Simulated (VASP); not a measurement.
Input of a VASP 6.6.1 run:

Contents of INCAR:

```
SYSTEM = InB2As3
PREC = Accurate
ENCUT = 520
EDIFF = 1E-7
ISMEAR = 0
SIGMA = 0.1
LREAL = .False.
LASPH = .True.
NELM = 80
ALGO = Normal
ISIF = 2
LWAVE = .False.
LCHARG = .False.
GGA = PE
NBANDS = 26
```

The input KPOINTS:

```
regular mesh
0
Gamma
  12 12 4
  0 0 0
```

POSCAR

```
InB2As3
1.0
    3.3381394931      0.0000000000      0.0000000000
   -1.6690697465      2.8909136025      0.0000000000
    0.0000000000      0.0000000000     11.8510312093
In B As
1 2 3
Direct
    0.0000000000      0.0000000000      0.5000000000
    0.3333333333      0.6666666667      0.2770008099
    0.6666666667      0.3333333333      0.7229991901
    0.0000000000      0.0000000000      0.0000000000
    0.0000000000      0.0000000000      0.7678182531
    0.0000000000      0.0000000000      0.2321817469
```

Potentials or basis: VASP PAW PBE potentials, release 64 (In_d, B, As).

Run with:

```sh
$ cat potpaw_PBE.64/In_d/POTCAR potpaw_PBE.64/B/POTCAR potpaw_PBE.64/As/POTCAR > POTCAR
$ mpirun -np 1 vasp_std > vasp.out
```

(1) Estimate the pressure.

(2) Estimate the largest force.

(3) What does it give for the band gap on the k mesh?

Answers

(1) 0.3 GPa.

(2) 0.034 eV/Å.

(3) zero (bands 17 and 18 overlap by 4.01 eV).

Caveat: spin-orbit coupling is left out, which moves the levels of the heavy elements.
